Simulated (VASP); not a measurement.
Write the native input for VASP 6.6.1 that does the following.

| Quantity | Value |
| --- | --- |
| Task | single point |
| Functional | PBE |
| Potentials or basis | VASP PAW PBE potentials, release 64 (Cs_sv, B) |
| Cutoff | 520 eV |
| k mesh | 6 × 6 × 4 |
| Occupations | gaussian, width 0.1 eV |
| Spin | no spin polarisation |
| Dipole correction | no |
| Further INCAR settings | ALGO = Normal; EDIFF = 1e-06; NBANDS = 13 |

The structure of CsB lies in POSCAR:

```
CsB
1.0
    3.6072615200      0.0000000000      0.0000000000
    0.0000000000      3.6072615200      0.0000000000
    0.0000000000      0.0000000000      4.3659608500
Cs B
1 1
Direct
    0.0000000000      0.0000000000      0.0000000000
    0.5000000000      0.5000000000      0.5000000000
```

One way to write it, as run:

INCAR

```
SYSTEM = CsB
  ALGO = Normal
  EDIFF = 1E-6
  ENCUT = 520
  GGA = PE
  ISIF = 2
  ISMEAR = 0
  LASPH = .TRUE.
  LCHARG = .FALSE.
  LREAL = .FALSE.
  LWAVE = .FALSE.
  NBANDS = 13
  NELM = 80
  PREC = Accurate
  SIGMA = 0.1
```

KPOINTS

```
k-points
0
G
  6 6 4
  0 0 0
```

Potentials or basis: VASP PAW PBE potentials, release 64 (Cs_sv, B).

Command:

```sh
$ cat potpaw_PBE.64/Cs_sv/POTCAR potpaw_PBE.64/B/POTCAR > POTCAR
$ mpirun -np 1 vasp_std > vasp.out
```

Results of the run:

| Property | Result |
| --- | --- |
| Pressure | 1.8 GPa |
| Band gap on the k mesh | zero (band 6 reaches 3.63 eV, above the bottom of band 7 at 1.16 eV) |

Caveat: spin-orbit coupling is left out, which moves the levels of the heavy elements.

Run time: 12 s on 1 thread of Intel Xeon 6975P-C, with other jobs on the host, peak memory 0.17 GiB.
